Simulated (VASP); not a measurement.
# TiO2 (P4_2/mnm) in VASP: relaxation of shape and atoms at fixed volume with r2SCAN

Aim: the relaxation of shape and atoms at fixed volume of TiO2 with r2SCAN.

Everything below comes from runs of VASP 6.6.1. Logs are shortened: lines on timing, memory, paths and dates and some standing lists are left out, and cuts for length are marked.

### 1 The cell of the first run

Symmetry: P4_2/mnm, No. 136, tetragonal system. Conventional cell: a = 4.642 Å, b = 4.642 Å, c = 2.983 Å, α = 90.00°, β = 90.00°, γ = 90.00°. Ti (site symmetry mmm) has 6 O at 1.97 to 2.00 Å within 2.6 Å. O (site symmetry m2m) has 3 Ti at 1.97 to 2.00 Å and 1 O at 2.57 Å within 2.6 Å.

### 2 Relaxation of shape and atoms at fixed volume, r2SCAN (10.71 Å³/atom)

Input file POSCAR:

```
TiO2
1.0
    4.6424623117      0.0000000000      0.0000000000
    0.0000000000      4.6424623117      0.0000000000
    0.0000000000      0.0000000000      2.9827879450
Ti O
2 4
Direct
    0.0000000000      0.0000000000      0.0000000000
    0.5000000000      0.5000000000      0.5000000000
    0.3046314522      0.3046314522      0.0000000000
    0.1953685478      0.8046314522      0.5000000000
    0.6953685478      0.6953685478      0.0000000000
    0.8046314522      0.1953685478      0.5000000000
```

Input file INCAR.step1:

```
SYSTEM = TiO2
ALGO = Normal
EDIFF = 1E-5
EDIFFG = -0.005
ENCUT = 660
GGA = PE
GGA_COMPAT = .FALSE.
IBRION = 2
ISIF = 3
ISMEAR = 0
LASPH = .TRUE.
LCHARG = .FALSE.
LREAL = .FALSE.
LWAVE = .TRUE.
NELM = 120
NELMIN = 4
NSW = 100
PREC = Accurate
SIGMA = 0.02
```

Input file INCAR.step2:

```
SYSTEM = TiO2
ALGO = Normal
EDIFF = 1E-7
EDIFFG = -0.01
ENCUT = 660
GGA_COMPAT = .FALSE.
IBRION = 2
ISIF = 4
ISMEAR = 0
ISTART = 1
LASPH = .TRUE.
LCHARG = .FALSE.
LMIXTAU = .TRUE.
LREAL = .FALSE.
LWAVE = .FALSE.
METAGGA = R2SCAN
NELM = 120
NELMIN = 4
NSW = 50
PREC = Accurate
SIGMA = 0.02
```

Input file KPOINTS:

```
k-points
0
G
  6 6 10
  0 0 0
```

Potentials or basis: VASP PAW PBE potentials, release 64 (Ti_sv, O).

Command:

```console
$ cat potpaw_PBE.64/Ti_sv/POTCAR potpaw_PBE.64/O/POTCAR > POTCAR
$ cp INCAR.step1 INCAR
$ mpirun -np 1 vasp_std > vasp.out
$ cp INCAR.step2 INCAR
$ mpirun -np 1 vasp_std > vasp.out
```

OUTCAR:

```text
SYSTEM = TiO2
   EDIFF = 1E-7
   EDIFFG = -0.01
   ENCUT = 660
   IBRION = 2
   ISIF = 4
   ISMEAR = 0
   ISTART = 1
   LASPH = .TRUE.
   LREAL = .FALSE.
   METAGGA = R2SCAN
   NELM = 120
   NELMIN = 4
   NSW = 50
   PREC = Accurate

 ion  position               nearest neighbor table
   1  0.000  0.000  0.000-   4 1.97   6 1.97   4 1.97   6 1.97   5 2.00   3 2.00
   2  0.500  0.500  0.500-   3 1.97   5 1.97   3 1.97   5 1.97   4 2.00   6 2.00
   3  0.305  0.305  0.000-   2 1.97   2 1.97   1 2.00
   4  0.195  0.805  0.500-   1 1.97   1 1.97   2 2.00
   5  0.695  0.695  0.000-   2 1.97   2 1.97   1 2.00
   6  0.805  0.195  0.500-   1 1.97   1 1.97   2 2.00

  LATTYP: Found a simple tetragonal cell.
 ALAT       =     4.6424623117
 C/A-ratio  =     0.6425012730

  Lattice vectors:

 A1 = (   4.6424623117,   0.0000000000,   0.0000000000)
 A2 = (   0.0000000000,   4.6424623117,   0.0000000000)
 A3 = (   0.0000000000,   0.0000000000,   2.9827879450)

Analysis of symmetry for initial positions (statically):
=====================================================================
 Subroutine PRICEL returns:
 Original cell was already a primitive cell.

 Routine SETGRP: Setting up the symmetry group for a
 simple tetragonal supercell.

 Subroutine GETGRP returns: Found 16 space group operations
 (whereof  8 operations were pure point group operations)
 out of a pool of 16 trial point group operations.

The static configuration has the point symmetry D_2h.
 The point group associated with its full space group is D_4h.

Analysis of symmetry for dynamics (positions and initial velocities):
=====================================================================
 Subroutine PRICEL returns:
 Original cell was already a primitive cell.

 Routine SETGRP: Setting up the symmetry group for a
 simple tetragonal supercell.

 Subroutine GETGRP returns: Found 16 space group operations
 (whereof  8 operations were pure point group operations)
 out of a pool of 16 trial point group operations.

The dynamic configuration has the point symmetry D_2h.
 The point group associated with its full space group is D_4h.

[... 169 lines left out ...]
 -----------------------------------------------------------------------------
  energy-cutoff  :      660.00
  volume of cell :       64.29
      direct lattice vectors                 reciprocal lattice vectors
     4.642462312  0.000000000  0.000000000     0.215402933  0.000000000  0.000000000
     0.000000000  4.642462312  0.000000000     0.000000000  0.215402933  0.000000000
     0.000000000  0.000000000  2.982787945     0.000000000  0.000000000  0.335256820

 POSITION                                       TOTAL-FORCE (eV/Angst)
 -----------------------------------------------------------------------------------
      0.00000      0.00000      0.00000         0.000000     -0.000000     -0.000000
      2.32123      2.32123      1.49139         0.000000     -0.000000     -0.000000
      1.41424      1.41424      0.00000         0.080942      0.080942     -0.000000
      0.90699      3.73547      1.49139        -0.080942      0.080942     -0.000000
      3.22822      3.22822      0.00000        -0.080942     -0.080942      0.000000
      3.73547      0.90699      1.49139         0.080942     -0.080942     -0.000000
 -----------------------------------------------------------------------------------
    total drift:                                0.000000     -0.000000     -0.000000

  FREE ENERGIE OF THE ION-ELECTRON SYSTEM (eV)
  ---------------------------------------------------
  free  energy   TOTEN  =       -69.7906405302 eV

  energy  without entropy=      -69.7906405302  energy(sigma->0) =      -69.79064053

--------------------------------------- Ionic step        2  -------------------------------------------

 number of electron      47.9999988 magnetization

 Free energy of the ion-electron system (eV)
  ---------------------------------------------------
  ext. energy  EPLUGINS =         0.00000000
  ---------------------------------------------------
  free energy    TOTEN  =       -69.79271708 eV

  energy without entropy =      -69.79271708  energy(sigma->0) =      -69.79271708

 E-fermi :   4.4011     XC(G=0): -11.9826

 val. band max:        4.2100348026   @ k =   0.0000   0.0000   0.0000
 cond. band min:       6.3990516217   @ k =   0.0000   0.0000   0.0000
 fundamental gap:      2.1890168191
 Fermi energy:         4.4010992328

 k-point     1 :       0.0000    0.0000    0.0000
  band No.  band energies     occupation
      1     -55.0113      2.00000
      2     -54.9963      2.00000
      3     -30.2487      2.00000
      4     -30.2487      2.00000
      5     -30.0909      2.00000
      6     -30.0909      2.00000
[... 733 lines left out ...]
     27       7.6319      0.00000
     28       7.6319      0.00000

 [... further k-points ...]

------------------------ aborting loop because EDIFF is reached ----------------------------------------

  FORCE on cell =-STRESS in cart. coord.  units (eV):
  Direction    XX          YY          ZZ          XY          YZ          ZX
  --------------------------------------------------------------------------------------
  -------------------------------------------------------------------------------------
  Total       -2.2650764     -2.2650764     -2.3389325     -0.0000000      0.0000000      0.0000000
  in kB      -56.4513443    -56.4513443    -58.2920227     -0.0000000      0.0000000      0.0000000
  external PRESSURE =     -57.0649038 kB  Pullay stress =       0.0000000 kB

 VOLUME and BASIS-vectors are now :
 -----------------------------------------------------------------------------
  energy-cutoff  :      660.00
  volume of cell :       64.29
      direct lattice vectors                 reciprocal lattice vectors
     4.648277369 -0.000000000  0.000000000     0.215133461  0.000000000  0.000000000
    -0.000000000  4.648277369  0.000000000     0.000000000  0.215133461  0.000000000
     0.000000000  0.000000000  2.975329598     0.000000000  0.000000000  0.336097218

 POSITION                                       TOTAL-FORCE (eV/Angst)
 -----------------------------------------------------------------------------------
     -0.00000      4.64828      2.97533        -0.000000      0.000000      0.000000
      2.32414      2.32414      1.48766        -0.000000      0.000000      0.000000
      1.41992      1.41992      2.97533         0.006800      0.006800     -0.000000
      0.90422      3.74406      1.48766        -0.006800      0.006800     -0.000000
      3.22836      3.22836      0.00000        -0.006800     -0.006800      0.000000
      3.74406      0.90422      1.48766         0.006800     -0.006800      0.000000
 -----------------------------------------------------------------------------------
    total drift:                               -0.000000     -0.000000     -0.000000

  FREE ENERGIE OF THE ION-ELECTRON SYSTEM (eV)
  ---------------------------------------------------
  free  energy   TOTEN  =       -69.7927170778 eV

  energy  without entropy=      -69.7927170778  energy(sigma->0) =      -69.79271708

 reached required accuracy - stopping structural energy minimisation
```

OUTCAR.step1:

```text
SYSTEM = TiO2
   EDIFF = 1E-5
   EDIFFG = -0.005
   ENCUT = 660
   GGA = PE
   IBRION = 2
   ISIF = 3
   ISMEAR = 0
   LASPH = .TRUE.
   LREAL = .FALSE.
[... 1179 lines left out ...]
  -------------------------------------------------------------------------------------
  Total       -0.0205565     -0.0205565     -0.0234776     -0.0000000      0.0000000      0.0000000
  in kB       -0.5147824     -0.5147824     -0.5879333     -0.0000000      0.0000000      0.0000000
  external PRESSURE =      -0.5391661 kB  Pullay stress =       0.0000000 kB
[... 21 lines left out ...]
  FREE ENERGIE OF THE ION-ELECTRON SYSTEM (eV)
  ---------------------------------------------------
  free  energy   TOTEN  =       -53.6937957825 eV

  energy  without entropy=      -53.6937957825  energy(sigma->0) =      -53.69379578

 reached required accuracy - stopping structural energy minimisation
```

OSZICAR.step1:

```text
N       E                     dE             d eps       ncg     rms          rms(c)
DAV:   1     0.746694704823E+03    0.74669E+03   -0.28779E+04  3360   0.237E+03
DAV:   2     0.689025547133E+02   -0.67779E+03   -0.65593E+03  3548   0.639E+02
DAV:   3    -0.650955335984E+02   -0.13400E+03   -0.12983E+03  5224   0.234E+02
DAV:   4    -0.711826127165E+02   -0.60871E+01   -0.60783E+01  4632   0.544E+01
[... 69 lines left out ...]
       N       E                     dE             d eps       ncg     rms          rms(c)
DAV:   1    -0.536938079414E+02   -0.87710E-05   -0.83093E-04  3444   0.303E-01    0.288E-02
DAV:   2    -0.536938002441E+02    0.76972E-05   -0.66524E-05  3632   0.836E-02    0.160E-02
DAV:   3    -0.536937963575E+02    0.38866E-05   -0.12927E-05  1740   0.271E-02    0.689E-03
DAV:   4    -0.536937957825E+02    0.57497E-06   -0.33731E-06  1736   0.227E-02
  10 F= -.53693796E+02 E0= -.53693796E+02  d E =-.340414E-03
```

Wall time 31 min (1 thread of Oxide Virtual Turin-like, shared host); peak memory 0.27 GiB.

What came out:

| Quantity | Value |
| --- | --- |
| Free energy | -69.7927 eV |
| Energy gained by relaxing | 0.3 meV/atom |
| Ionic steps | 2 |
| Pressure after relaxing | -5.7 GPa |
| Largest force after relaxing | 0.010 eV/Å |
| Band gap on the k mesh | 2.19 eV |

Forces on the atoms (eV/Å):
```
Ti   0.000  0.000  0.000
Ti   0.000  0.000  0.000
O    0.007  0.007  0.000
O   -0.007  0.007  0.000
O   -0.007 -0.007  0.000
O    0.007 -0.007  0.000
```

Step by step:
| step | energy change (eV) | largest force (eV/Å) | pressure (GPa) | volume (Å³) |
| --- | --- | --- | --- | --- |
| 1 | 0.0000 | 0.1145 | -6.14 | 64.29 |
| 2 | -0.0021 | 0.0096 | -5.71 | 64.29 |

Final structure:
```
CELL_PARAMETERS angstrom
4.64828 0.00000 0.00000
0.00000 4.64828 0.00000
0.00000 0.00000 2.97533
ATOMIC_POSITIONS crystal
Ti 0.00000 0.00000 0.00000
Ti 0.50000 0.50000 0.50000
O 0.30547 0.30547 0.00000
O 0.19453 0.80547 0.50000
O 0.69453 0.69453 0.00000
O 0.80547 0.19453 0.50000
```

Levels at points of the mesh, in eV from the valence-band top:
```
           k point  band 21  band 22  band 23  band 24  band 25  band 26  band 27  band 28
(0.00, 0.00, 0.00)    -0.74    -0.47    -0.47     0.00     2.19     2.51     2.74     2.81
(0.50, 0.00, 0.00)    -1.63    -1.63    -0.74    -0.74     2.85     2.85     3.29     3.29
(0.50, 0.50, 0.00)    -1.34    -1.34    -1.09    -1.09     2.22     2.22     2.83     2.83
(0.00, 0.00, 0.50)    -2.25    -2.25    -1.45    -1.45     3.21     3.21     3.49     3.49
(0.50, 0.00, 0.50)    -2.01    -2.01    -1.03    -1.03     2.25     2.25     3.52     3.52
(0.50, 0.50, 0.50)    -1.23    -1.23    -0.71    -0.71     2.88     2.88     3.51     3.51
```

Caveat: the PAW data sets were made with another functional, which shifts forces and pressure a little.
